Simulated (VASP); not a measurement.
# Ba (I4_1/amd) in VASP: a series of runs

Ba is run at these levels: PBE; tasks: single point.

All numbers are computed with VASP 6.6.1; they aren't measurements. Logs are shortened: lines on timing, memory, paths and dates and some standing lists are left out, and cuts for length are marked.

## (1) The cell of the first run

The structure is tetragonal, space group I4_1/amd (No. 141). The conventional cell has a = 5.859 Å, b = 5.859 Å, c = 3.169 Å, α = 90.00°, β = 90.00°, γ = 90.00°. Ba (site symmetry -4m2) has 10 Ba at 3.03 to 3.77 Å within 4.0 Å.

## (2) Single point, PBE (volume scaled by 0.45)

The input, INCAR:

```
SYSTEM = Ba
PREC = Accurate
ENCUT = 520
EDIFF = 1E-7
ISMEAR = -1
SIGMA = 0.08
LREAL = .FALSE.
LASPH = .TRUE.
NELM = 80
ALGO = Normal
ISIF = 2
LWAVE = .FALSE.
LCHARG = .TRUE.
GGA = PE
LELF = .TRUE.
LVHAR = .TRUE.
NBANDS = 17
```

The input, KPOINTS:

```
regular mesh
0
G
  10 10 10
  0 0 0
```

The input, POSCAR:

```
Ba
1.0
   -2.9296709446      2.9296709446      1.5846372803
    2.9296709446     -2.9296709446      1.5846372803
    2.9296709446      2.9296709446     -1.5846372803
Ba
2
Direct
   -0.3750000000     -0.1250000000     -0.2500000000
    0.3750000000      0.1250000000      0.2500000000
```

Potentials or basis: VASP PAW PBE potentials, release 64 (Ba_sv).

Started as:

```console
> cat potpaw_PBE.64/Ba_sv/POTCAR > POTCAR
> mpirun -np 1 vasp_std > vasp.out
```

OUTCAR:

```text
SYSTEM = Ba
   PREC = Accurate
   ENCUT = 520
   EDIFF = 1E-7
   ISMEAR = -1
   LREAL = .FALSE.
   LASPH = .TRUE.
   NELM = 80
   ISIF = 2
   GGA = PE

 ion  position               nearest neighbor table
   1  0.625  0.875  0.750-   2 3.03   2 3.03   2 3.03   2 3.03   2 3.77   2 3.77   2 3.77   2 3.77

   2  0.375  0.125  0.250-   1 3.03   1 3.03   1 3.03   1 3.03   1 3.77   1 3.77   1 3.77   1 3.77

  LATTYP: Found a body centered tetragonal cell.
 ALAT       =     5.8593418892
 C/A-ratio  =     0.5408925815

  Lattice vectors:

 A1 = (  -2.9296709446,   2.9296709446,   1.5846372803)
 A2 = (   2.9296709446,  -2.9296709446,   1.5846372803)
 A3 = (   2.9296709446,   2.9296709446,  -1.5846372803)

Analysis of symmetry for initial positions (statically):
=====================================================================
 Subroutine PRICEL returns:
 Original cell was already a primitive cell.

 Routine SETGRP: Setting up the symmetry group for a
 body centered tetragonal supercell.

 Subroutine GETGRP returns: Found 16 space group operations
 (whereof  4 operations were pure point group operations)
 out of a pool of 16 trial point group operations.

The static configuration has the point symmetry C_2h.
 The point group associated with its full space group is D_4h.

Analysis of symmetry for dynamics (positions and initial velocities):
=====================================================================
 Subroutine PRICEL returns:
 Original cell was already a primitive cell.

 Routine SETGRP: Setting up the symmetry group for a
 body centered tetragonal supercell.

 Subroutine GETGRP returns: Found 16 space group operations
 (whereof  4 operations were pure point group operations)
 out of a pool of 16 trial point group operations.

The dynamic configuration has the point symmetry C_2h.
 The point group associated with its full space group is D_4h.

 Subroutine INISYM returns: Found 16 space group operations
 (whereof  4 operations are pure point group operations),
 and found     1 'primitive' translations

----------------------------------------------------------------------------------------

                                     Primitive cell

  volume of cell :      54.4036

  direct lattice vectors                    reciprocal lattice vectors
    -2.929670945  2.929670945  1.584637280     0.000000000  0.170667631  0.315529621
     2.929670945 -2.929670945  1.584637280     0.170667631  0.000000000  0.315529621
     2.929670945  2.929670945 -1.584637280     0.170667631  0.170667631  0.000000000

  length of vectors
     4.435878605  4.435878605  4.435878605     0.358728842  0.358728842  0.241360479

  position of ions in fractional coordinates (direct lattice)
     0.625000000  0.875000000  0.750000000
     0.375000000  0.125000000  0.250000000

  ion indices of the primitive-cell ions
   primitive index   ion index
                 1           1
                 2           2

----------------------------------------------------------------------------------------

 KPOINTS: regular mesh

Automatic generation of k-mesh.
 Grid dimensions read from file:
 generate k-points for:   10   10   10

 Generating k-lattice:

  Cartesian coordinates                     Fractional coordinates (reciprocal lattice)
     0.000000000  0.017066763  0.031552962     0.100000000 -0.000000000  0.000000000
     0.017066763  0.000000000  0.031552962    -0.000000000  0.100000000  0.000000000
     0.017066763  0.017066763  0.000000000     0.000000000  0.000000000  0.100000000

  Length of vectors
     0.035872884  0.035872884  0.024136048

  Shift w.r.t. Gamma in fractional coordinates (k-lattice)
     0.000000000  0.000000000  0.000000000

 Subroutine IBZKPT returns following result:
 ===========================================

 Found    102 irreducible k-points:

 Following reciprocal coordinates:
            Coordinates               Weight
  0.000000  0.000000  0.000000      1.000000
  0.100000  0.000000 -0.000000      8.000000
  0.200000  0.000000 -0.000000      8.000000
  0.300000 -0.000000  0.000000      8.000000
  0.400000 -0.000000  0.000000      8.000000
  0.500000 -0.000000  0.000000      4.000000
[... 16 lines left out ...]
  0.300000  0.300000  0.000000      8.000000
  0.400000  0.300000  0.000000     16.000000
 [... further k-points ...]
   k-points           NKPTS =    102   k-points in BZ     NKDIM =    102   number of bands    NBANDS=     17
   number of dos      NEDOS =    301   number of ions     NIONS =      2
   total plane-waves  NPLWV =  46656
   dimension x,y,z NGX =    36 NGY =   36 NGZ =   36
   dimension x,y,z NGXF=    72 NGYF=   72 NGZF=   72
   ions per type =               2
   NGX,Y,Z   is equivalent  to a cutoff of  13.49, 13.49, 13.49 a.u.
   NGXF,Y,Z  is equivalent  to a cutoff of  26.98, 26.98, 26.98 a.u.
 SYSTEM =  Ba
   PREC   = accura    normal or accurate (medium, high low for compatibility)
   ISTART =      0    job   : 0-new  1-cont  2-samecut
   ICHARG =      2    charge: 1-file 2-atom 10-const
   ISPIN  =      1    spin polarized calculation?
   LNONCOLLINEAR =      F non collinear calculations
   LSORBIT =      F    spin-orbit coupling
   LASPH  =      T    aspherical Exc in radial PAW
   ENCUT  =  520.0 eV  38.22 Ry    6.18 a.u.   8.25  8.25  8.25*2*pi/ulx,y,z
   NELM   =     80;   NELMIN=  2; NELMDL= -5     # of ELM steps
   EDIFF  = 0.1E-06   stopping-criterion for ELM
   LREAL  =      F    real-space projection
   EDIFFG = 0.1E-05   stopping-criterion for IOM
   NSW    =      0    number of steps for IOM
   IBRION =     -1    ionic relax: 0-MD 1-quasi-New 2-CG
   NFREE  =      0    steps in history (QN), initial steepest desc. (CG)
   ISIF   =      2    stress and relaxation
   ISYM   =      2    0-nonsym 1-usesym 2-fastsym
   POTIM  = 0.5000    time-step for ionic-motion
   TEBEG  =    0.0;   TEEND  =   0.0 temperature during run
   PSTRESS=    0.0 pullay stress
   NELECT =      20.0000    total number of electrons
   NUPDOWN=      -1.0000    fix difference up-down
   EMIN   =  10.00;   EMAX   =-10.00  energy-range for DOS
   EFERMI =   0.00;   METHOD = LEGACY
   ISMEAR =    -1;   SIGMA  =   0.08  broadening in eV -4-tet -1-fermi 0-gaus
   EFERMI_NEDOS =   21; number of points for ismear=-14 and -15
   IALGO  =     38    algorithm
   IMIX   =      4    mixing-type and parameters
     AMIX     =   0.40;   BMIX     =  1.00
     AMIX_MAG =   1.60;   BMIX_MAG =  1.00
  volume/ion in A,a.u.               =      27.20       183.57
  Fermi-wavevector in a.u.,A,eV,Ry     =   1.172760  2.216194 18.712977  1.375365
  Thomas-Fermi vector in A             =   2.309183
   LORBIT       =      0    0 simple, 1 ext, 2 COOP (PROOUT), +10 PAW based schemes
   GGA     = PE    functional components
   LHFCALC =     F    Hartree Fock is set to
   AEXX    =    0.0000 exact exchange contribution
   IVDW    =     0    specifies the selected vdW correction
   LEPSILON=     F    determine dielectric tensor
   LRPA    =     F    only Hartree local field effects (RPA)
 non-spin polarized calculation
  energy-cutoff  :      520.00
  volume of cell :       54.40
 maximum number of plane-waves:      1484
 NGX is ok and might be reduce to    36
   NGX = 17   NGY = 17   NGZ = 17

 number of electron      19.9999999 magnetization

 Free energy of the ion-electron system (eV)
  ---------------------------------------------------
  ext. energy  EPLUGINS =         0.00000000
  ---------------------------------------------------
  free energy    TOTEN  =        -0.41801756 eV

  energy without entropy =       -0.36710591  energy(sigma->0) =       -0.39256174

 E-fermi :   5.9154     XC(G=0): -10.6505

 val. band max:        5.9058929721   @ k =  -0.3000   0.5000   0.2000
 cond. band min:       5.9155344410   @ k =  -0.4000  -0.4000   0.1000
 fundamental gap:      0.0096414688
 Fermi energy:         5.9153705921

 k-point     1 :       0.0000    0.0000    0.0000
  band No.  band energies     occupation
      1     -23.6227      2.00000
      2     -21.8560      2.00000
      3      -9.7515      2.00000
      4      -9.7515      2.00000
      5      -6.1360      2.00000
      6      -6.0897      2.00000
[... 9 lines left out ...]
     16      10.6709      0.00000
     17      10.6709      0.00000

 k-point     2 :       0.1000    0.0000   -0.0000
  band No.  band energies     occupation
      1     -23.5411      2.00000
      2     -21.8455      2.00000
      3      -9.7221      2.00000
      4      -9.6138      2.00000
      5      -6.6245      2.00000
      6      -6.5382      2.00000
[... 9 lines left out ...]
     16      12.6933      0.00000
     17      12.7598      0.00000

 k-point     3 :       0.2000    0.0000   -0.0000
  band No.  band energies     occupation
      1     -23.3142      2.00000
      2     -21.8217      2.00000
      3      -9.6389      2.00000
      4      -9.2661      2.00000
      5      -7.7161      2.00000
      6      -7.4306      2.00000
[... 9 lines left out ...]
     16      12.1286      0.00000
     17      12.6823      0.00000

 k-point     4 :       0.3000   -0.0000    0.0000
  band No.  band energies     occupation
      1     -22.9981      2.00000
      2     -21.8068      2.00000
      3      -9.5222      2.00000
      4      -9.1831      2.00000
      5      -8.7280      2.00000
      6      -8.0715      2.00000
[... 9 lines left out ...]
     16      11.4484      0.00000
     17      12.3552      0.00000
[... 343 lines left out ...]
      1     -23.4724      2.00000
      2     -22.0463      2.00000
      3      -9.5290      2.00000
      4      -9.5143      2.00000
      5      -6.8016      2.00000
      6      -6.6167      2.00000
[... 9 lines left out ...]
     16      11.4418      0.00000
     17      11.5859      0.00000

 k-point    23 :       0.3000    0.3000    0.0000
  band No.  band energies     occupation
      1     -22.4786      2.00000
      2     -22.0525      2.00000
      3     -10.1594      2.00000
      4      -9.3052      2.00000
      5      -8.8183      2.00000
      6      -8.3962      2.00000
[... 9 lines left out ...]
     16      11.5553      0.00000
     17      13.4826      0.00000

 k-point    24 :       0.4000    0.3000    0.0000
  band No.  band energies     occupation
      1     -22.5715      2.00000
      2     -22.2715      2.00000
      3      -9.7052      2.00000
      4      -8.9221      2.00000
      5      -8.7011      2.00000
      6      -8.0126      2.00000
[... 9 lines left out ...]
     16      11.5613      0.00000
     17      12.3667      0.00000

 [... further k-points ...]
[... 5 lines left out ...]
  --------------------------------------------------------------------------------------
  -------------------------------------------------------------------------------------
  Total        9.6574010      9.6574010      9.9328968     -0.0000000     -0.0000000      0.0000000
  in kB      284.4089771    284.4089771    292.5222845     -0.0000000     -0.0000000      0.0000000
  external PRESSURE =     287.1134129 kB  Pullay stress =       0.0000000 kB

 VOLUME and BASIS-vectors are now :
 -----------------------------------------------------------------------------
  energy-cutoff  :      520.00
  volume of cell :       54.40
      direct lattice vectors                 reciprocal lattice vectors
    -2.929670945  2.929670945  1.584637280     0.000000000  0.170667631  0.315529621
     2.929670945 -2.929670945  1.584637280     0.170667631  0.000000000  0.315529621
     2.929670945  2.929670945 -1.584637280     0.170667631  0.170667631  0.000000000

 POSITION                                       TOTAL-FORCE (eV/Angst)
 -----------------------------------------------------------------------------------
      2.92967      1.46484      1.18848        -0.000000     -0.000000      0.000000
     -0.00000      1.46484      0.39616         0.000000      0.000000     -0.000000
 -----------------------------------------------------------------------------------
    total drift:                               -0.000000     -0.000000      0.000000

  FREE ENERGIE OF THE ION-ELECTRON SYSTEM (eV)
  ---------------------------------------------------
  free  energy   TOTEN  =        -0.4180175623 eV

  energy  without entropy=       -0.3671059078  energy(sigma->0) =       -0.39256174
```

It took 56 s on 1 thread of Intel Xeon Platinum 8488C (Sapphire Rapids), shared host; peak memory 0.24 GiB.

Results:

```
Free energy            : -0.4180 eV
Pressure               : 28.7 GPa
Band gap on the k mesh : zero (band 10 reaches 7.05 eV, above the bottom of band 11 at 4.53 eV)
```

Caveat: spin-orbit coupling is left out, which moves the levels of the heavy elements.

[end of part 1 of 2]
